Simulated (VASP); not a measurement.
Here is a VASP 6.6.1 calculation.

INCAR

```
ALGO = Normal
EDIFF = 1E-6
ENCUT = 500
GGA = PE
GGA_COMPAT = F
ISIF = 2
ISMEAR = 1
LASPH = T
LCHARG = T
LELF = T
LREAL = F
LVHAR = T
LWAVE = F
NBANDS = 12
NELM = 120
PREC = Accurate
SIGMA = 0.1
```

File KPOINTS:

```
k-points
0
Gamma
  7 7 7
```

The input POSCAR:

```
In
1.0
   -1.6254700000      1.6254700000      2.4737000000
    1.6254700000     -1.6254700000      2.4737000000
    1.6254700000      1.6254700000     -2.4737000000
In
1
Direct
    0.0000000000      0.0000000000      0.0000000000
```

Potentials or basis: VASP PAW PBE potentials, release 64 (In_d).

The run is started by

```sh
$ cat potpaw_PBE.64/In_d/POTCAR > POTCAR
$ mpirun -np 1 vasp_std > vasp.out
```

Q: Estimate the pressure.

A: 1.6 GPa.

Stress tensor (GPa, compression positive):
```
1.00 0.00 0.00
0.00 1.00 0.00
0.00 0.00 2.73
```

Caveat: the k points lie up to 0.39 Å⁻¹ apart.
